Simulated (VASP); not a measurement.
# Al32Si (a cell with a defect): single point with PBE+D3(BJ)

System: Al32Si (a cell with a defect).

```xyz
33
Lattice="8.1000 0.0000 0.0000 0.0000 8.1000 0.0000 0.0000 0.0000 8.1000" Properties=species:S:1:pos:R:3 pbc="T T T"
Al    3.9810    0.0419    0.0204
Al    6.0766    2.1783    0.1435
Al    6.0768   -0.2151    1.7494
Al    0.0714    0.0418    0.0205
Al    2.0260    2.0823   -0.0333
Al    4.0458    4.0736   -0.0193
Al    6.0758    6.0576   -0.3157
Al    2.0260    0.1133    1.9630
Al    4.0642    2.0217    2.0582
Al    6.0756    4.7086    1.7768
Al    3.7412   -0.0669    4.0550
Al    6.0750    0.8881    4.1103
Al    6.0764    0.1089    6.4625
Al    0.0063    4.0741   -0.0191
Al    2.0259    6.0834   -0.0471
Al   -0.0103    2.0222    2.0572
Al    2.0266    4.0209    1.9866
Al    3.8645    6.1461    2.0054
Al    0.3095   -0.0665    4.0546
Al    2.0265    2.0941    4.0753
Al    3.9091    4.1540    4.0877
Al    6.0750    6.1990    4.1374
Al    2.0260    0.0243    6.1483
Al    4.0526    2.0218    6.0610
Al    6.0761    3.9858    5.9834
Al    0.1877    6.1455    2.0053
Al    0.1452    4.1548    4.0883
Al    2.0263    6.0270    4.0804
Al   -0.0016    2.0218    6.0603
Al    2.0264    4.0474    6.1251
Al    4.0161    6.0859    6.0614
Al    0.0357    6.0860    6.0615
Si    6.0778    3.1201    3.5006
```

```
Program                : VASP 6.6.1
Task                   : single point
Functional             : PBE
Dispersion             : D3(BJ)
Potentials or basis    : VASP PAW PBE potentials, release 64 (Al, Si)
Cutoff                 : 400 eV
k mesh                 : 2 × 2 × 2
Occupations            : gaussian, width 0.05 eV
Spin                   : no spin polarisation
Dipole correction      : no
Further INCAR settings : LREAL = Auto; ALGO = Normal; EDIFF = 1e-06; NBANDS = 72
```

```
Pressure                   : 0.6 GPa
Largest force              : 0.370 eV/Å
Band gap on the k mesh     : zero (bands 50 and 51 overlap by 1.10 eV)
Dispersion energy per atom : -0.346 eV
```

Forces on the atoms (eV/Å):
```
Al  -0.001  0.004 -0.011
Al  -0.002 -0.011 -0.047
Al  -0.002 -0.016 -0.074
Al   0.002  0.005 -0.013
Al   0.001  0.004  0.011
Al  -0.001 -0.001 -0.013
Al   0.000  0.055  0.050
Al   0.001  0.015 -0.009
Al   0.081  0.026  0.035
Al   0.001 -0.224 -0.075
Al  -0.017  0.001 -0.005
Al   0.000 -0.094 -0.107
Al  -0.001  0.001 -0.044
Al   0.001 -0.002 -0.014
Al   0.002  0.005  0.005
Al  -0.083  0.027  0.039
Al   0.000 -0.004 -0.008
Al   0.048 -0.013 -0.015
Al   0.022  0.000 -0.004
Al  -0.003 -0.007 -0.010
Al  -0.070  0.028  0.020
Al   0.003 -0.058 -0.082
Al  -0.002  0.005 -0.002
Al  -0.004  0.003 -0.018
Al   0.000  0.061  0.063
Al  -0.048 -0.014 -0.013
Al   0.065  0.025  0.018
Al  -0.001  0.028 -0.017
Al   0.010  0.004 -0.017
Al  -0.001  0.010  0.004
Al   0.021  0.011  0.002
Al  -0.022  0.012  0.000
Si   0.001  0.118  0.351
```

Stress tensor (GPa, compression positive):
```
 0.79  0.00  0.00
 0.00  0.61 -1.08
 0.00 -1.08  0.51
```

Levels at points of the mesh, in eV from the Fermi level:
| k point | band 47 | band 48 | band 49 | band 50 | band 51 | band 52 |
| --- | --- | --- | --- | --- | --- | --- |
| (0.00, 0.00, 0.00) | -0.14 | 0.00 | 0.23 | 0.34 | 0.40 | 0.53 |
| (0.50, 0.00, 0.00) | -0.30 | -0.24 | -0.20 | -0.17 | -0.13 | 0.20 |
| (0.00, 0.50, 0.00) | -0.37 | -0.34 | -0.28 | -0.10 | -0.01 | 0.10 |
| (0.00, 0.00, 0.50) | -0.28 | -0.28 | -0.15 | -0.11 | -0.03 | 0.04 |
| (0.50, 0.50, 0.00) | -0.45 | -0.31 | 0.41 | 0.55 | 0.71 | 0.82 |
| (0.00, 0.50, 0.50) | -0.44 | -0.25 | 0.48 | 0.54 | 0.73 | 0.80 |
| (0.50, 0.00, 0.50) | -0.42 | -0.32 | 0.45 | 0.61 | 0.74 | 0.76 |
| (0.50, 0.50, 0.50) | -0.66 | -0.61 | -0.61 | -0.52 | -0.49 | -0.42 |

Run time: 10 min on 1 thread of Intel Xeon 8259CL (shared host), peak memory 0.44 GiB.

Caveat: the k points lie up to 0.39 Å⁻¹ apart, too coarse for converged energies and pressures of a metal.
